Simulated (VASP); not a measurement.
Runs of VASP 6.6.1 on Lu2NF3. The structure is that of space group P-3m1 (No. 164), or close to it. The cells are those of the table. 

```tsv
task	cell	cutoff (eV)	smearing	gap on the mesh (eV)	pressure (GPa)	relaxed volume (Å³/atom)	largest force (eV/Å)
relaxation of cell and atoms	relaxed from a = 3.638, b = 3.638, c = 6.452 Å, angles 90.0, 90.0, 120.0°, 6 atoms	600	gaussian 0.02 eV	3.12	0.0	(b)	-
single point	a = 3.638, b = 3.638, c = 6.452 Å, angles 90.0, 90.0, 120.0°, 6 atoms	520	gaussian 0.02 eV	3.13	0.8	-	0.05
relaxation of cell and atoms	relaxed from a = 4.245, b = 4.245, c = 6.779 Å, angles 90.0, 90.0, 120.0°, 6 atoms	600	gaussian 0.1 eV	3.11	0.2	12.27	0.02
single point	a = 3.638, b = 3.638, c = 6.452 Å, angles 90.0, 90.0, 120.0°, 6 atoms	520	gaussian 0.1 eV	3.13	(c)	-	0.05
single point	a = 4.245, b = 4.245, c = 6.779 Å, angles 90.0, 90.0, 120.0°, 6 atoms	520	gaussian 0.1 eV	0.60	(a)	-	0.75
```

Alike in all rows: level PBE; potentials or basis VASP PAW PBE potentials, release 64 (Lu, N, F); no spin polarisation; k mesh 6 × 6 × 4.

**Question.** Fill in the values left out.

**Answer.** (a) -24.3; (b) 12.28; (c) 0.9.

Caveats: spin-orbit coupling is left out, which moves the levels of the heavy elements; the volume moved by over 15 % at a fixed basis, so the end points are rough (some runs).

A k mesh can miss the band edges, and the runs leave out spin-orbit coupling on Lu.
